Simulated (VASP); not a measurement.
# CoSi2 in VASP: notebook, part 2 of 2

VASP 6.6.1. Earlier steps stand in the parts before.

## 3. Single point, PBEsol (uniaxial strain along c: -1.5 %, then relaxed in part)

Contents of INCAR:

```
SYSTEM = CoSi2
PREC = Accurate
ENCUT = 520
EDIFF = 1E-6
ISMEAR = 0
SIGMA = 0.1
LREAL = .FALSE.
LASPH = .TRUE.
NELM = 60
ALGO = Normal
ISIF = 2
LWAVE = .FALSE.
LCHARG = .TRUE.
GGA = PS
LELF = .TRUE.
LVHAR = .TRUE.
NBANDS = 26
```

Contents of KPOINTS:

```
Automatic mesh
0
G
  10 10 8
  0 0 0
```

Contents of POSCAR:

```
CoSi2
1.0
    2.6705362127      2.6705362127      0.0000000000
   -2.6705362127      2.6705362127      0.0000000000
    0.0000000000      0.0000000000      5.2328203133
Co Si
2 4
Direct
    0.0000000000      0.0000000000      0.0000000000
    0.5000000000      0.5000000000      0.5000000000
    0.0000000000      0.5000000000      0.7500000000
    0.5000000000      0.0000000000      0.7500000000
    0.5000000000      0.0000000000      0.2500000000
    0.0000000000      0.5000000000      0.2500000000
```

Potentials or basis: VASP PAW PBE potentials, release 64 (Co, Si).

On the command line:

```sh
$ cat potpaw_PBE.64/Co/POTCAR potpaw_PBE.64/Si/POTCAR > POTCAR
$ mpirun -np 1 vasp_std > vasp.out
```

OUTCAR:

```text
SYSTEM = CoSi2
   PREC = Accurate
   ENCUT = 520
   EDIFF = 1E-6
   ISMEAR = 0
   LREAL = .FALSE.
   LASPH = .TRUE.
   NELM = 60
   ISIF = 2
   GGA = PS

 ion  position               nearest neighbor table
   1  0.000  0.000  0.000-   3 2.30   4 2.30   5 2.30   6 2.30   3 2.30   6 2.30   4 2.30   5 2.30

   2  0.500  0.500  0.500-   3 2.30   4 2.30   5 2.30   6 2.30   4 2.30   5 2.30   3 2.30   6 2.30

   3  0.000  0.500  0.750-   1 2.30   2 2.30   1 2.30   2 2.30   6 2.62   6 2.62   4 2.67   4 2.67
                             4 2.67   4 2.67
   4  0.500  0.000  0.750-   1 2.30   2 2.30   2 2.30   1 2.30   5 2.62   5 2.62   3 2.67   3 2.67
                             3 2.67   3 2.67
   5  0.500  0.000  0.250-   1 2.30   2 2.30   2 2.30   1 2.30   4 2.62   4 2.62   6 2.67   6 2.67
                             6 2.67   6 2.67
   6  0.000  0.500  0.250-   1 2.30   2 2.30   1 2.30   2 2.30   3 2.62   3 2.62   5 2.67   5 2.67
                             5 2.67   5 2.67

  LATTYP: Found a simple tetragonal cell.
 ALAT       =     3.7767085308
 C/A-ratio  =     1.3855504788

  Lattice vectors:

 A1 = (   2.6705362127,   2.6705362127,   0.0000000000)
 A2 = (  -2.6705362127,   2.6705362127,   0.0000000000)
[... 204 lines left out ...]
 fundamental gap:      0.0146219841
 Fermi energy:        10.3736045810

 k-point     1 :       0.0000    0.0000    0.0000
  band No.  band energies     occupation
      1      -2.9565      2.00000
      2       1.4656      2.00000
      3       3.0094      2.00000
      4       3.7135      2.00000
      5       6.1102      2.00000
      6       6.2141      2.00000
[... 685 lines left out ...]
     25      15.9118      0.00000
     26      16.4633      0.00000

 [... further k-points ...]

------------------------ aborting loop because EDIFF is reached ----------------------------------------

  FORCE on cell =-STRESS in cart. coord.  units (eV):
  Direction    XX          YY          ZZ          XY          YZ          ZX
  --------------------------------------------------------------------------------------
  -------------------------------------------------------------------------------------
  Total        0.0741553      0.0741553      1.2705231      0.0000000      0.0000000      0.0000000
  in kB        1.5918064      1.5918064     27.2728413      0.0000000      0.0000000      0.0000000
  external PRESSURE =      10.1521514 kB  Pullay stress =       0.0000000 kB

 VOLUME and BASIS-vectors are now :
 -----------------------------------------------------------------------------
  energy-cutoff  :      520.00
  volume of cell :       74.64
      direct lattice vectors                 reciprocal lattice vectors
     2.670536213  2.670536213  0.000000000     0.187228317  0.187228317  0.000000000
    -2.670536213  2.670536213  0.000000000    -0.187228317  0.187228317  0.000000000
     0.000000000  0.000000000  5.232820313     0.000000000  0.000000000  0.191101536

 POSITION                                       TOTAL-FORCE (eV/Angst)
 -----------------------------------------------------------------------------------
      0.00000      0.00000      0.00000        -0.000000      0.000000     -0.000000
      0.00000      2.67054      2.61641        -0.000000     -0.000000      0.000000
     -1.33527      1.33527      3.92462         0.000000     -0.000000     -0.000000
      1.33527      1.33527      3.92462         0.000000      0.000000     -0.000000
      1.33527      1.33527      1.30821         0.000000     -0.000000     -0.000000
     -1.33527      1.33527      1.30821         0.000000      0.000000     -0.000000
 -----------------------------------------------------------------------------------
    total drift:                               -0.000000      0.000000      0.000000

  FREE ENERGIE OF THE ION-ELECTRON SYSTEM (eV)
  ---------------------------------------------------
  free  energy   TOTEN  =       -41.9622209298 eV

  energy  without entropy=      -41.9522859580  energy(sigma->0) =      -41.95725344
```

OSZICAR:

```text
N       E                     dE             d eps       ncg     rms          rms(c)
DAV:   1     0.190346912877E+03    0.19035E+03   -0.13988E+04  5460   0.133E+03
DAV:   2    -0.306336166355E+02   -0.22098E+03   -0.20672E+03  5482   0.291E+02
DAV:   3    -0.447769789895E+02   -0.14143E+02   -0.13498E+02  7000   0.850E+01
DAV:   4    -0.452101184401E+02   -0.43314E+00   -0.43089E+00  6776   0.143E+01
DAV:   5    -0.452265295586E+02   -0.16411E-01   -0.16395E-01  7724   0.277E+00    0.218E+01
DAV:   6    -0.521960280133E+02   -0.69695E+01   -0.61912E+01  6772   0.131E+02    0.249E+01
DAV:   7    -0.419096742789E+02    0.10286E+02   -0.28568E+01  6658   0.107E+02    0.594E+00
DAV:   8    -0.420954736723E+02   -0.18580E+00   -0.35501E+00  6226   0.949E+00    0.349E+00
DAV:   9    -0.419657729711E+02    0.12970E+00   -0.30611E-01  7086   0.880E+00    0.893E-01
DAV:  10    -0.419627967049E+02    0.29763E-02   -0.25948E-02  7044   0.132E+00    0.378E-01
DAV:  11    -0.419622547235E+02    0.54198E-03   -0.36356E-03  7400   0.916E-01    0.114E-01
DAV:  12    -0.419622491958E+02    0.55277E-05   -0.51359E-04  7930   0.351E-01    0.585E-02
DAV:  13    -0.419622208029E+02    0.28393E-04   -0.87560E-05  7840   0.146E-01    0.202E-02
DAV:  14    -0.419622209723E+02   -0.16943E-06   -0.11731E-05  8292   0.287E-02    0.706E-03
DAV:  15    -0.419622209298E+02    0.42513E-07   -0.32072E-07  3382   0.458E-03
   1 F= -.41962221E+02 E0= -.41957253E+02  d E =-.993497E-02
```

stdout:

```text
POSCAR found type information on POSCAR CoSi
 POSCAR found :  2 types and       6 ions
 scaLAPACK will be used
 -----------------------------------------------------------------------------
|                                                                             |
|                                                                             |
|     You enforced a specific xc type in the INCAR file but a different       |
|     I HOPE YOU KNOW WHAT YOU ARE DOING!                                     |
|                                                                             |
 -----------------------------------------------------------------------------

 LDA part: xc-table for (Slater+PW92), standard interpolation
 POSCAR, INCAR and KPOINTS ok, starting setup
 FFT: planning ... GRIDC
 FFT: planning ... GRID_SOFT
 FFT: planning ... GRID
 WAVECAR not read
 entering main loop
```

Run time: 4.5 min. Hardware: 1 thread of Intel Xeon 8259CL, shared host; peak memory 0.29 GiB.

What came out:

| Property | Result |
| --- | --- |
| Free energy | -41.9622 eV |
| Pressure | 1.0 GPa |
| Band gap on the k mesh | zero (bands 17 and 18 overlap by 3.09 eV) |

Stress tensor (GPa, compression positive):
```
0.16 0.00 0.00
0.00 0.16 0.00
0.00 0.00 2.73
```

Caveat: the cell differs from its parent crystal (uniaxial strain along c: -1.5 %, then relaxed in part); the PAW data sets were made with another functional, which shifts forces and pressure a little; the run has no spin polarisation, though such a crystal can be magnetic. Spin polarisation is off, so any magnetic state and its effect on volume and gap are missing.

## 4. Single point, PBEsol

This run uses another cell than the first one, of 12.49 Å³/atom.

Contents of INCAR:

```
PREC = Accurate
ENCUT = 520
EDIFF = 1E-6
ISMEAR = 0
SIGMA = 0.1
LREAL = F
LASPH = T
NELM = 80
ALGO = Normal
ISIF = 2
LWAVE = F
LCHARG = T
GGA = PS
LELF = T
LVHAR = T
NBANDS = 26
```

Contents of KPOINTS:

```
Automatic mesh
0
Gamma
  10 10 8
```

Changes to POSCAR since step 3:

```diff
@@ -2,5 +2,5 @@
 1.0
-    2.6705362127      2.6705362127      0.0000000000
-   -2.6705362127      2.6705362127      0.0000000000
-    0.0000000000      0.0000000000      5.2328203133
+    2.6562539661      2.6562539661      0.0000000000
+   -2.6562539661      2.6562539661      0.0000000000
+    0.0000000000      0.0000000000      5.3125079322
 Co Si
```

Potentials or basis: VASP PAW PBE potentials, release 64 (Co, Si).

On the command line:

```sh
$ cat potpaw_PBE.64/Co/POTCAR potpaw_PBE.64/Si/POTCAR > POTCAR
$ mpirun -np 1 vasp_std > vasp.out
```

OUTCAR:

```text
PREC = Accurate
   ENCUT = 520
   EDIFF = 1E-6
   ISMEAR = 0
   LREAL = F
   LASPH = T
   NELM = 80
   ISIF = 2
   GGA = PS

 ion  position               nearest neighbor table
   1  0.000  0.000  0.000-   3 2.30   4 2.30   5 2.30   6 2.30   3 2.30   6 2.30   4 2.30   5 2.30

   2  0.500  0.500  0.500-   3 2.30   4 2.30   5 2.30   6 2.30   4 2.30   5 2.30   3 2.30   6 2.30

   3  0.000  0.500  0.750-   1 2.30   2 2.30   1 2.30   2 2.30   6 2.66   4 2.66   4 2.66   6 2.66
                             4 2.66   4 2.66
   4  0.500  0.000  0.750-   1 2.30   2 2.30   2 2.30   1 2.30   5 2.66   3 2.66   3 2.66   5 2.66
                             3 2.66   3 2.66
   5  0.500  0.000  0.250-   1 2.30   2 2.30   2 2.30   1 2.30   4 2.66   4 2.66   6 2.66   6 2.66
                             6 2.66   6 2.66
   6  0.000  0.500  0.250-   1 2.30   2 2.30   1 2.30   2 2.30   3 2.66   3 2.66   5 2.66   5 2.66
                             5 2.66   5 2.66

  LATTYP: Found a simple tetragonal cell.
 ALAT       =     3.7565103840
 C/A-ratio  =     1.4142135624

  Lattice vectors:

 A1 = (   2.6562539661,   2.6562539661,   0.0000000000)
 A2 = (  -2.6562539661,   2.6562539661,   0.0000000000)
 A3 = (   0.0000000000,   0.0000000000,   5.3125079322)
[... 202 lines left out ...]
 fundamental gap:      0.0228722963
 Fermi energy:        10.3191973919

 k-point     1 :       0.0000    0.0000    0.0000
  band No.  band energies     occupation
      1      -2.9805      2.00000
      2       1.2108      2.00000
      3       2.9691      2.00000
      4       3.8374      2.00000
      5       6.1360      2.00000
      6       6.1390      2.00000
[... 685 lines left out ...]
     25      15.7190      0.00000
     26      16.2943      0.00000

 [... further k-points ...]

------------------------ aborting loop because EDIFF is reached ----------------------------------------

  FORCE on cell =-STRESS in cart. coord.  units (eV):
  Direction    XX          YY          ZZ          XY          YZ          ZX
  --------------------------------------------------------------------------------------
  -------------------------------------------------------------------------------------
  Total        0.0081929      0.0081929      0.1497822      0.0000000      0.0000000      0.0000000
  in kB        0.1750977      0.1750977      3.2011198      0.0000000      0.0000000      0.0000000
  external PRESSURE =       1.1837717 kB  Pullay stress =       0.0000000 kB

 VOLUME and BASIS-vectors are now :
 -----------------------------------------------------------------------------
  energy-cutoff  :      520.00
  volume of cell :       74.97
      direct lattice vectors                 reciprocal lattice vectors
     2.656253966  2.656253966  0.000000000     0.188235013  0.188235013  0.000000000
    -2.656253966  2.656253966  0.000000000    -0.188235013  0.188235013  0.000000000
     0.000000000  0.000000000  5.312507932     0.000000000  0.000000000  0.188235013

 POSITION                                       TOTAL-FORCE (eV/Angst)
 -----------------------------------------------------------------------------------
      0.00000      0.00000      0.00000         0.000000     -0.000000      0.000000
      0.00000      2.65625      2.65625        -0.000000      0.000000     -0.000000
     -1.32813      1.32813      3.98438         0.000000     -0.000000      0.000000
      1.32813      1.32813      3.98438        -0.000000     -0.000000      0.000000
      1.32813      1.32813      1.32813         0.000000      0.000000      0.000000
     -1.32813      1.32813      1.32813        -0.000000     -0.000000      0.000000
 -----------------------------------------------------------------------------------
    total drift:                               -0.000000      0.000000      0.000000

  FREE ENERGIE OF THE ION-ELECTRON SYSTEM (eV)
  ---------------------------------------------------
  free  energy   TOTEN  =       -41.9724238979 eV

  energy  without entropy=      -41.9637298034  energy(sigma->0) =      -41.96807685
```

OSZICAR:

```text
N       E                     dE             d eps       ncg     rms          rms(c)
DAV:   1     0.189576829973E+03    0.18958E+03   -0.14115E+04  5460   0.133E+03
DAV:   2    -0.306866042365E+02   -0.22026E+03   -0.20590E+03  5478   0.290E+02
DAV:   3    -0.447674120163E+02   -0.14081E+02   -0.13460E+02  6888   0.848E+01
DAV:   4    -0.452156771038E+02   -0.44827E+00   -0.44532E+00  6762   0.144E+01
DAV:   5    -0.452325178065E+02   -0.16841E-01   -0.16822E-01  7628   0.282E+00    0.217E+01
DAV:   6    -0.522620840018E+02   -0.70296E+01   -0.62226E+01  6816   0.131E+02    0.250E+01
DAV:   7    -0.419113354975E+02    0.10351E+02   -0.28579E+01  6626   0.107E+02    0.590E+00
DAV:   8    -0.421078581064E+02   -0.19652E+00   -0.36434E+00  6302   0.962E+00    0.351E+00
DAV:   9    -0.419760076851E+02    0.13185E+00   -0.31339E-01  7024   0.888E+00    0.901E-01
DAV:  10    -0.419729870404E+02    0.30206E-02   -0.26151E-02  7050   0.131E+00    0.377E-01
DAV:  11    -0.419724601545E+02    0.52689E-03   -0.36620E-03  7324   0.909E-01    0.116E-01
DAV:  12    -0.419724505649E+02    0.95896E-05   -0.50896E-04  7918   0.350E-01    0.570E-02
DAV:  13    -0.419724240246E+02    0.26540E-04   -0.84519E-05  7888   0.140E-01    0.209E-02
DAV:  14    -0.419724239187E+02    0.10596E-06   -0.11699E-05  8340   0.310E-02    0.710E-03
DAV:  15    -0.419724238979E+02    0.20757E-07   -0.35468E-07  3350   0.486E-03
   1 F= -.41972424E+02 E0= -.41968077E+02  d E =-.869409E-02
```

Run time: 4.7 min. Hardware: 1 thread of Intel Xeon 8259CL, shared host; peak memory 0.3 GiB.

Results:

| Property | Result |
| --- | --- |
| Free energy | -41.9724 eV |
| Pressure | 0.1 GPa |
| Band gap on the k mesh | zero (bands 17 and 18 overlap by 3.18 eV) |

Levels at points of the mesh, in eV from the Fermi level:
| k point | band 14 | band 15 | band 16 | band 17 | band 18 | band 19 | band 20 | band 21 |
| --- | --- | --- | --- | --- | --- | --- | --- | --- |
| (0.00, 0.00, 0.00) | -1.97 | -1.38 | 1.04 | 1.69 | 2.90 | 3.44 | 3.44 | 3.45 |
| (0.50, 0.00, 0.00) | -1.56 | -1.12 | -1.12 | 0.31 | 0.31 | 2.55 | 2.55 | 4.29 |
| (0.50, 0.50, 0.00) | -2.03 | -1.99 | -1.99 | -1.37 | -1.37 | 1.70 | 1.70 | 2.90 |
| (0.00, 0.00, 0.50) | -0.32 | -0.32 | -0.32 | -0.23 | -0.23 | 1.55 | 1.55 | 3.22 |
| (0.50, 0.00, 0.50) | -1.69 | -0.46 | -0.46 | -0.46 | -0.46 | 2.74 | 2.74 | 3.51 |
| (0.50, 0.50, 0.50) | -2.03 | -1.50 | -1.50 | -0.69 | -0.69 | 3.76 | 3.76 | 3.76 |

Caveat: the PAW data sets were made with another functional, which shifts forces and pressure a little; the run has no spin polarisation, though such a crystal can be magnetic. Spin polarisation is off, so any magnetic state and its effect on volume and gap are missing.

## 5. Overview

| cell | gap on the mesh (eV) | pressure (GPa) |
| --- | --- | --- |
| a = 3.771, b = 3.771, c = 5.233 Å, 6 atoms | none | 1.7 |
| a = 3.777, b = 3.777, c = 5.233 Å, 6 atoms | none | 1.0 |
| a = 3.757, b = 3.757, c = 5.313 Å, 6 atoms | none | 0.1 |

Alike in all rows: task single point; level PBEsol; potentials or basis VASP PAW PBE potentials, release 64 (Co, Si); no spin polarisation; k mesh 10 × 10 × 8; cutoff (eV) 520; smearing gaussian 0.1 eV.

Caveats: the PAW data sets were made with another functional, which shifts forces and pressure a little; the run has no spin polarisation, though such a crystal can be magnetic.

Absolute energies hang on the potentials; compare differences alone.

The gap in the log of VASP goes by the Fermi energy; the results here count the filled bands.